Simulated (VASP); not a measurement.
Wanted: the native input for a VASP 6.6.1 run.

| Item | Value |
| --- | --- |
| Task | single point |
| Functional | r2SCAN |
| Potentials or basis | VASP PAW PBE potentials, release 64 (Si, Be) |
| Cutoff | 520 eV |
| k mesh | 6 × 6 × 6 |
| Occupations | methfessel-paxton, width 0.2 eV |
| Spin | no spin polarisation |
| Dipole correction | no |
| Further INCAR settings | ALGO = Normal; EDIFF = 1e-07; NBANDS = 11 |

The system is Be2Si.

```xyz
3
Lattice="0.0000 2.6414 2.6414 2.6414 0.0000 2.6414 2.6414 2.6414 0.0000" Properties=species:S:1:pos:R:3 pbc="T T T"
Si    0.0000    0.0000    0.0000
Be    1.3207    1.3207    1.3207
Be    3.9621    3.9621    3.9621
```

These files were run (other wordings do the same):

POSCAR

```
Be2Si
1.0
    0.0000000000      2.6413830409      2.6413830409
    2.6413830409      0.0000000000      2.6413830409
    2.6413830409      2.6413830409      0.0000000000
Si Be
1 2
Direct
    0.0000000000      0.0000000000      0.0000000000
    0.2500000000      0.2500000000      0.2500000000
    0.7500000000      0.7500000000      0.7500000000
```

INCAR.step1

```
PREC = Accurate ; ENCUT = 520
ISMEAR = 1 ; SIGMA = 0.2
LREAL = False ; LASPH = True
NELM = 60 ; NBANDS = 11
GGA = PE ; ALGO = Normal
EDIFF = 1E-4 ; LWAVE = True
LCHARG = False
```

INCAR.step2

```
PREC = Accurate ; ENCUT = 520
EDIFF = 1E-7 ; ISMEAR = 1
SIGMA = 0.2 ; LREAL = False
LASPH = True ; NELM = 60
ALGO = Normal ; ISIF = 2
LWAVE = False ; LCHARG = False
METAGGA = R2SCAN ; LMIXTAU = True
NBANDS = 11 ; ISTART = 1
```

KPOINTS

```
Automatic mesh
0
Gamma
  6 6 6
```

Potentials or basis: VASP PAW PBE potentials, release 64 (Si, Be).

Run with:

```bash
$ cat potpaw_PBE.64/Si/POTCAR potpaw_PBE.64/Be/POTCAR > POTCAR
$ cp INCAR.step1 INCAR
$ mpirun -np 1 vasp_std > vasp.out
$ cp INCAR.step2 INCAR
$ mpirun -np 1 vasp_std > vasp.out
```

Results of the run:

```json
{
 "Pressure": "0.1 GPa",
 "Band gap on the k mesh": "zero (bands 4 and 5 overlap by 0.72 eV)"
}
```

Caveat: the PAW data sets were made with another functional, which shifts forces and pressure a little.

It took 70 s on 1 thread of AMD EPYC 7R13, on a shared host, peak memory 0.12 GiB.
